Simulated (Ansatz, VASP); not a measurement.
**Cd in VASP and in Ansatz**

INCAR

```
SYSTEM = Cd
PREC     = Accurate       ! precision mode
ENCUT    = 520            ! plane-wave cutoff, eV
EDIFF    = 1E-7           ! SCF threshold, eV
ISMEAR   = -1             ! smearing method
SIGMA    = 0.05           ! smearing width, eV
LREAL    = .False.        ! projectors in reciprocal space
LASPH    = .True.         ! aspherical terms in the spheres
NELM     = 100            ! most SCF steps
ALGO     = Normal         ! electronic algorithm
ISIF     = 2              ! what is computed and relaxed
LWAVE    = .False.        ! write WAVECAR
LCHARG   = .False.        ! write CHGCAR
LDIPOL   = .True.       
IDIPOL   = 3            
DIPOL    = 0.5 0.5 0.500
GGA      = PE             ! functional
NBANDS   = 25             ! bands
```

KPOINTS

```
regular mesh
0
Gamma
  10 10 1
  0 0 0
```

The input POSCAR:

```
Cd
1.0
    3.6039047669      0.0000000000      0.0000000000
    0.0000000000      3.6039047669      0.0000000000
    0.0000000000      0.0000000000     16.6934000000
Cd
3
Direct
    0.0000000000      0.0000000000      0.3893766621
    0.5000000000      0.5000000000      0.5000000750
    0.0000000000      0.0000000000      0.6106233379
```

Input for Ansatz:

```yaml
crystal:
  lattice:
    - [3.6039047669, 0.0, 0.0]
    - [0.0, 3.6039047669, 0.0]
    - [0.0, 0.0, 16.6934]
  atoms:
    - { symbol: Cd, position: [0.0, 0.0, 0.3893766621] }
    - { symbol: Cd, position: [0.5, 0.5, 0.500000075] }
    - { symbol: Cd, position: [0.0, 0.0, 0.6106233379] }
kpoints:
  mp_grid: { grid: [10, 10, 1] }
scf:
  occupations: { method: fermi_dirac, width: 0.05 }
hamiltonian:
  xc: pbe
  pseudopotentials: { kind: all_electron, lapw: { basis_error: 0.001 } }
output:
  forces: true
  stress: true
  eigenvalues: true
efield:
  axis: 3
  amplitude: 0
  dipole_correction: true
```

Alike in both runs: task single point; functional PBE; k mesh 10 × 10 × 1; occupations fermi-dirac, width 0.05 eV; no spin polarisation.

|  | VASP | Ansatz |
| --- | --- | --- |
| version | VASP 6.6.1 | Ansatz 0.2.0 |
| potentials or method | VASP PAW PBE potentials, release 64 (Cd), cutoff 520 eV | all-electron LAPW, scalar-relativistic |

|  | VASP | Ansatz | Ansatz less VASP |
| --- | --- | --- | --- |
| rms of the force components (eV/Å) | 0.008 | 0.001 | -0.0067 |

Atom by atom the forces differ by 0.007 eV/Å (rms over components). Ansatz ran all-electron here, and VASP with PAW potentials. Ansatz's warnings: vacuum density over bound.
